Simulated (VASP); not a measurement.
# Ir (Fm-3m) in VASP: further runs

The runs below take Ir through single point, with PBEsol.

Everything below comes from runs of VASP 6.6.1. Logs are shortened: lines on timing, memory, paths and dates and some standing lists are left out, and cuts for length are marked.

**1. The cell of the first run**

It takes space group Fm-3m (No. 225, cubic). Conventional cell: a = 3.831 Å, b = 3.831 Å, c = 3.831 Å, α = 90.00°, β = 90.00°, γ = 90.00°. Within 3.6 Å of Ir (site symmetry m-3m) lie 12 Ir at 2.71 Å.

**2. Single point, PBEsol**

File INCAR:

```
  PREC = Accurate
  ENCUT = 520
  EDIFF = 1E-7
  ISMEAR = -1
  SIGMA = 0.05
  LREAL = False
  LASPH = True
  NELM = 80
  ALGO = Normal
  ISIF = 2
  LWAVE = False
  LCHARG = True
  GGA = PS
  LELF = True
  LVHAR = True
  NBANDS = 10
```

File KPOINTS:

```
Automatic mesh
0
Gamma
  19 19 19
```

File POSCAR:

```
Ir
1.0
    0.0000000000      1.9154229651      1.9154229651
    1.9154229651      0.0000000000      1.9154229651
    1.9154229651      1.9154229651      0.0000000000
Ir
1
Direct
    0.0000000000      0.0000000000      0.0000000000
```

Potentials or basis: VASP PAW PBE potentials, release 64 (Ir).

Launch:

```sh
$ cat potpaw_PBE.64/Ir/POTCAR > POTCAR
$ mpirun -np 1 vasp_std > vasp.out
```

OUTCAR:

```text
PREC = Accurate
   ENCUT = 520
   EDIFF = 1E-7
   ISMEAR = -1
   LREAL = False
   LASPH = True
   NELM = 80
   ISIF = 2
   GGA = PS

 ion  position               nearest neighbor table
   1  0.000  0.000  0.000-

  LATTYP: Found a face centered cubic cell.
 ALAT       =     3.8308459302

  Lattice vectors:

 A1 = (   0.0000000000,   1.9154229651,   1.9154229651)
 A2 = (   1.9154229651,   0.0000000000,   1.9154229651)
 A3 = (   1.9154229651,   1.9154229651,   0.0000000000)

Analysis of symmetry for initial positions (statically):
=====================================================================
 Subroutine PRICEL returns:
 Original cell was already a primitive cell.

 Routine SETGRP: Setting up the symmetry group for a
 face centered cubic supercell.

 Subroutine GETGRP returns: Found 48 space group operations
 (whereof 48 operations were pure point group operations)
 out of a pool of 48 trial point group operations.

The static configuration has the point symmetry O_h .

Analysis of symmetry for dynamics (positions and initial velocities):
=====================================================================
 Subroutine PRICEL returns:
 Original cell was already a primitive cell.

 Routine SETGRP: Setting up the symmetry group for a
 face centered cubic supercell.

 Subroutine GETGRP returns: Found 48 space group operations
 (whereof 48 operations were pure point group operations)
 out of a pool of 48 trial point group operations.

The dynamic configuration has the point symmetry O_h .

 Subroutine INISYM returns: Found 48 space group operations
 (whereof 48 operations are pure point group operations),
 and found     1 'primitive' translations

----------------------------------------------------------------------------------------

                                     Primitive cell

  volume of cell :      14.0548

  direct lattice vectors                    reciprocal lattice vectors
     0.000000000  1.915422965  1.915422965    -0.261038950  0.261038950  0.261038950
     1.915422965  0.000000000  1.915422965     0.261038950 -0.261038950  0.261038950
     1.915422965  1.915422965  0.000000000     0.261038950  0.261038950 -0.261038950

  length of vectors
     2.708817135  2.708817135  2.708817135     0.452132725  0.452132725  0.452132725

  position of ions in fractional coordinates (direct lattice)
     0.000000000  0.000000000  0.000000000

  ion indices of the primitive-cell ions
   primitive index   ion index
                 1           1

----------------------------------------------------------------------------------------

 KPOINTS: Automatic mesh

Automatic generation of k-mesh.
 Grid dimensions read from file:
 generate k-points for:   19   19   19

 Generating k-lattice:

  Cartesian coordinates                     Fractional coordinates (reciprocal lattice)
    -0.013738892  0.013738892  0.013738892     0.052631579  0.000000000  0.000000000
     0.013738892 -0.013738892  0.013738892     0.000000000  0.052631579  0.000000000
     0.013738892  0.013738892 -0.013738892     0.000000000  0.000000000  0.052631579

  Length of vectors
     0.023796459  0.023796459  0.023796459

  Shift w.r.t. Gamma in fractional coordinates (k-lattice)
     0.000000000  0.000000000  0.000000000

 Subroutine IBZKPT returns following result:
 ===========================================

 Found    220 irreducible k-points:

 Following reciprocal coordinates:
            Coordinates               Weight
  0.000000  0.000000  0.000000      1.000000
  0.052632  0.000000  0.000000      8.000000
  0.105263  0.000000  0.000000      8.000000
  0.157895  0.000000  0.000000      8.000000
  0.210526  0.000000  0.000000      8.000000
  0.263158  0.000000  0.000000      8.000000
[... 16 lines left out ...]
 -0.315789  0.052632  0.000000     24.000000
 -0.263158  0.052632  0.000000     24.000000
 [... further k-points ...]
   k-points           NKPTS =    220   k-points in BZ     NKDIM =    220   number of bands    NBANDS=     10
   number of dos      NEDOS =    301   number of ions     NIONS =      1
   total plane-waves  NPLWV =   8000
   dimension x,y,z NGX =    20 NGY =   20 NGZ =   20
   dimension x,y,z NGXF=    40 NGYF=   40 NGZF=   40
   ions per type =               1
   NGX,Y,Z   is equivalent  to a cutoff of  12.27, 12.27, 12.27 a.u.
   NGXF,Y,Z  is equivalent  to a cutoff of  24.55, 24.55, 24.55 a.u.
 SYSTEM =  unknown system
   PREC   = accura    normal or accurate (medium, high low for compatibility)
   ISTART =      0    job   : 0-new  1-cont  2-samecut
   ICHARG =      2    charge: 1-file 2-atom 10-const
   ISPIN  =      1    spin polarized calculation?
   LNONCOLLINEAR =      F non collinear calculations
   LSORBIT =      F    spin-orbit coupling
   LASPH  =      T    aspherical Exc in radial PAW
   ENCUT  =  520.0 eV  38.22 Ry    6.18 a.u.   5.04  5.04  5.04*2*pi/ulx,y,z
   NELM   =     80;   NELMIN=  2; NELMDL= -5     # of ELM steps
   EDIFF  = 0.1E-06   stopping-criterion for ELM
   LREAL  =      F    real-space projection
   EDIFFG = 0.1E-05   stopping-criterion for IOM
   NSW    =      0    number of steps for IOM
   IBRION =     -1    ionic relax: 0-MD 1-quasi-New 2-CG
   NFREE  =      0    steps in history (QN), initial steepest desc. (CG)
   ISIF   =      2    stress and relaxation
   ISYM   =      2    0-nonsym 1-usesym 2-fastsym
   POTIM  = 0.5000    time-step for ionic-motion
   TEBEG  =    0.0;   TEEND  =   0.0 temperature during run
   PSTRESS=    0.0 pullay stress
   NELECT =       9.0000    total number of electrons
   NUPDOWN=      -1.0000    fix difference up-down
   EMIN   =  10.00;   EMAX   =-10.00  energy-range for DOS
   EFERMI =   0.00;   METHOD = LEGACY
   ISMEAR =    -1;   SIGMA  =   0.05  broadening in eV -4-tet -1-fermi 0-gaus
   EFERMI_NEDOS =   21; number of points for ismear=-14 and -15
   IALGO  =     38    algorithm
   IMIX   =      4    mixing-type and parameters
     AMIX     =   0.40;   BMIX     =  1.00
     AMIX_MAG =   1.60;   BMIX_MAG =  1.00
  volume/ion in A,a.u.               =      14.05        94.85
  Fermi-wavevector in a.u.,A,eV,Ry     =   1.411067  2.666530 27.090699  1.991110
  Thomas-Fermi vector in A             =   2.532956
   LORBIT       =      0    0 simple, 1 ext, 2 COOP (PROOUT), +10 PAW based schemes
   GGA     = PS    functional components
   LHFCALC =     F    Hartree Fock is set to
   AEXX    =    0.0000 exact exchange contribution
   IVDW    =     0    specifies the selected vdW correction
   LEPSILON=     F    determine dielectric tensor
   LRPA    =     F    only Hartree local field effects (RPA)
 non-spin polarized calculation
  energy-cutoff  :      520.00
  volume of cell :       14.05
 maximum number of plane-waves:       388
   NGX =  9   NGY =  9   NGZ =  9

 number of electron       9.0000000 magnetization

 Free energy of the ion-electron system (eV)
  ---------------------------------------------------
  ext. energy  EPLUGINS =         0.00000000
  ---------------------------------------------------
  free energy    TOTEN  =        -9.81699088 eV

  energy without entropy =       -9.80684603  energy(sigma->0) =       -9.81191846

 E-fermi :  10.3413     XC(G=0): -14.1398

 val. band max:       10.3402653540   @ k =  -0.1579   0.1579   0.0526
 cond. band min:      10.3457894443   @ k =   0.4737   0.3684   0.0000
 fundamental gap:      0.0055240903
 Fermi energy:        10.3413194643

 k-point     1 :       0.0000    0.0000    0.0000
  band No.  band energies     occupation
      1      -0.9016      2.00000
      2       6.4194      2.00000
      3       6.4194      2.00000
      4       6.4194      2.00000
      5       9.1639      2.00000
      6       9.1639      2.00000
      7      24.6655      0.00000
      8      30.2787      0.00000
      9      30.2787      0.00000
     10      30.2787      0.00000

 k-point     2 :       0.0526    0.0000    0.0000
  band No.  band energies     occupation
      1      -0.7771      2.00000
      2       6.3516      2.00000
      3       6.4741      2.00000
      4       6.4741      2.00000
      5       9.1277      2.00000
      6       9.1277      2.00000
      7      24.8829      0.00000
      8      29.5923      0.00000
      9      30.4844      0.00000
     10      30.4844      0.00000

 k-point     3 :       0.1053    0.0000    0.0000
  band No.  band energies     occupation
      1      -0.4148      2.00000
      2       6.1745      2.00000
      3       6.6200      2.00000
      4       6.6200      2.00000
      5       9.0454      2.00000
      6       9.0454      2.00000
      7      25.4862      0.00000
      8      28.2226      0.00000
      9      31.0846      0.00000
     10      31.0846      0.00000

 k-point     4 :       0.1579    0.0000    0.0000
  band No.  band energies     occupation
      1       0.1464      2.00000
      2       5.9629      2.00000
      3       6.7944      2.00000
      4       6.7944      2.00000
      5       8.9977      2.00000
      6       8.9977      2.00000
      7      26.2424      0.00000
      8      26.8260      0.00000
      9      32.0284      0.00000
     10      32.0284      0.00000
[... 222 lines left out ...]
 k-point    22 :      -0.3684    0.0526    0.0000
  band No.  band energies     occupation
      1       2.2454      2.00000
      2       6.4201      2.00000
      3       6.5521      2.00000
      4       7.5891      2.00000
      5      10.3935      0.52129
      6      11.2189      0.00000
      7      19.9679      0.00000
      8      25.1574      0.00000
      9      30.6085      0.00000
     10      32.1351      0.00000

 k-point    23 :      -0.3158    0.0526    0.0000
  band No.  band energies     occupation
      1       2.1191      2.00000
      2       6.5410      2.00000
      3       6.6710      2.00000
      4       6.7128      2.00000
      5       9.7883      1.99997
      6      10.6569      0.00363
      7      21.7128      0.00000
      8      26.0100      0.00000
      9      31.5899      0.00000
     10      33.8268      0.00000

 k-point    24 :      -0.2632    0.0526    0.0000
  band No.  band energies     occupation
      1       1.7606      2.00000
      2       5.9527      2.00000
      3       6.7875      2.00000
      4       6.8830      2.00000
      5       9.2155      2.00000
      6      10.0846      1.98830
      7      23.3626      0.00000
      8      26.9608      0.00000
      9      32.5463      0.00000
     10      33.8898      0.00000

 [... further k-points ...]
[... 5 lines left out ...]
  --------------------------------------------------------------------------------------
  -------------------------------------------------------------------------------------
  Total        0.0906034      0.0906034      0.0906034      0.0000000      0.0000000     -0.0000000
  in kB       10.3283465     10.3283465     10.3283465      0.0000000      0.0000000     -0.0000000
  external PRESSURE =      10.3283465 kB  Pullay stress =       0.0000000 kB

 VOLUME and BASIS-vectors are now :
 -----------------------------------------------------------------------------
  energy-cutoff  :      520.00
  volume of cell :       14.05
      direct lattice vectors                 reciprocal lattice vectors
     0.000000000  1.915422965  1.915422965    -0.261038950  0.261038950  0.261038950
     1.915422965  0.000000000  1.915422965     0.261038950 -0.261038950  0.261038950
     1.915422965  1.915422965  0.000000000     0.261038950  0.261038950 -0.261038950

 POSITION                                       TOTAL-FORCE (eV/Angst)
 -----------------------------------------------------------------------------------
      0.00000      0.00000      0.00000         0.000000      0.000000     -0.000000
 -----------------------------------------------------------------------------------
    total drift:                                0.000000      0.000000      0.000000

  FREE ENERGIE OF THE ION-ELECTRON SYSTEM (eV)
  ---------------------------------------------------
  free  energy   TOTEN  =        -9.8169908811 eV

  energy  without entropy=       -9.8068460347  energy(sigma->0) =       -9.81191846
```

Wall time 37 s (1 thread of Intel Xeon Platinum 8375C at 2.90GHz (Ice Lake), shared host); peak memory 0.15 GiB.

What came out:

| Item | Value |
| --- | --- |
| Free energy | -9.8170 eV |
| Pressure | 1.0 GPa |

Levels at points of the mesh, in eV from the Fermi level:
```
           k point  band 2  band 3  band 4  band 5  band 6  band 7
(0.00, 0.00, 0.00)   -3.92   -3.92   -3.92   -1.18   -1.18   14.32
```

Caveat: the PAW data sets were made with another functional, which shifts forces and pressure a little; spin-orbit coupling is left out, which moves the levels of the heavy elements.

**3. Single point, PBEsol**

This run uses another cell than the first one, of 14.34 Å³/atom, 1.020 times its volume.

File INCAR:

```
SYSTEM = Ir
PREC = Accurate
ENCUT = 520
EDIFF = 1E-6
ISMEAR = -1
SIGMA = 0.05
LREAL = .FALSE.
LASPH = .TRUE.
NELM = 80
ALGO = Normal
ISIF = 2
LWAVE = .FALSE.
LCHARG = .FALSE.
GGA = PS
NBANDS = 10
```

File KPOINTS:

```
regular mesh
0
G
  19 19 19
  0 0 0
```

File POSCAR:

```
Ir
1.0
    0.0000000000      1.9281082551      1.9281082551
    1.9281082551      0.0000000000      1.9281082551
    1.9281082551      1.9281082551      0.0000000000
Ir
1
Direct
    0.0000000000      0.0000000000      0.0000000000
```

Potentials or basis: VASP PAW PBE potentials, release 64 (Ir).

Launch:

```sh
$ cat potpaw_PBE.64/Ir/POTCAR > POTCAR
$ mpirun -np 1 vasp_std > vasp.out
```

Wall time 36 s (1 thread of Intel Xeon Platinum 8375C at 2.90GHz (Ice Lake), shared host); peak memory 0.15 GiB.

It converged, with:

```yaml
Free_energy: -9.8123 eV
Pressure: -6.4 GPa
```

Levels at points of the mesh, in eV from the Fermi level:
```tsv
k point	band 1	band 2	band 3	band 4	band 5	band 6	band 7	band 8
(0.00, 0.00, 0.00)	-11.03	-3.80	-3.80	-3.80	-1.14	-1.14	14.36	19.86
```

Caveat: the PAW data sets were made with another functional, which shifts forces and pressure a little; spin-orbit coupling is left out, which moves the levels of the heavy elements.

(Part 1 of 2 ends here.)
